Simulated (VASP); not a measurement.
Input of a VASP 6.6.1 run:

Contents of INCAR:

```
ALGO = Normal
EDIFF = 1E-6
ENCUT = 700
GGA = PS
GGA_COMPAT = F
ISIF = 2
ISMEAR = -1
LASPH = T
LCHARG = F
LREAL = F
LWAVE = F
NBANDS = 64
NELM = 120
PREC = Accurate
SIGMA = 0.0202
```

The input KPOINTS:

```
k-points
0
Gamma
  5 5 5
```

POSCAR

```
Cu5W
1.0
    0.0000000000      3.3691140000      3.3691140000
    3.3691140000      0.0000000000      3.3691140000
    3.3691140000      3.3691140000      0.0000000000
W Cu
1 5
Direct
    0.0000000000      0.0000000000      0.0000000000
    0.2500000000      0.2500000000      0.2500000000
    0.6250000000      0.6250000000      0.6250000000
    0.1250000000      0.6250000000      0.6250000000
    0.6250000000      0.6250000000      0.1250000000
    0.6250000000      0.1250000000      0.6250000000
```

Potentials or basis: VASP PAW PBE potentials, release 64 (W_sv, Cu_sv_GW).

The run is started by

```sh
$ cat potpaw_PBE.64/W_sv/POTCAR potpaw_PBE.64/Cu_sv_GW/POTCAR > POTCAR
$ mpirun -np 1 vasp_std > vasp.out
```

Problem. What does it give for the pressure?

Solution. -12.1 GPa.

Caveat: the PAW data sets were made with another functional, which shifts forces and pressure a little.
